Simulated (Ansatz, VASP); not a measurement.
One calculation of Ru, two programs

```
Ru
1.0
    -1.52694    1.52694    1.52694
     1.52694   -1.52694    1.52694
     1.52694    1.52694   -1.52694
Ru
1
Direct
  0.00000 0.00000 0.00000
```

Alike in both runs: task single point; functional PBE; k mesh 20 × 20 × 20; occupations gaussian, width 0.05 eV; non-collinear spin, spin-orbit coupling.

|  | VASP | Ansatz |
| --- | --- | --- |
| version | VASP 6.6.1 | Ansatz 0.2.0 |
| potentials or method | VASP PAW PBE potentials, release 64 (Ru_pv), cutoff 520 eV | plane waves, PAW |
| valence electrons in the cell | 14 | 16 |

|  | VASP | Ansatz | Ansatz less VASP |
| --- | --- | --- | --- |
| pressure (GPa) | 0.1 | 0.0 | -0.08 |
| net moment per atom (μB) | 0.00 | 0.00 | 0.000 |

With one functional, cell and mesh, what is left measures potentials, basis and numerics. VASP's potentials hold 14 valence electrons a cell and Ansatz's 16, so a difference there can come from the potentials and not from the codes.
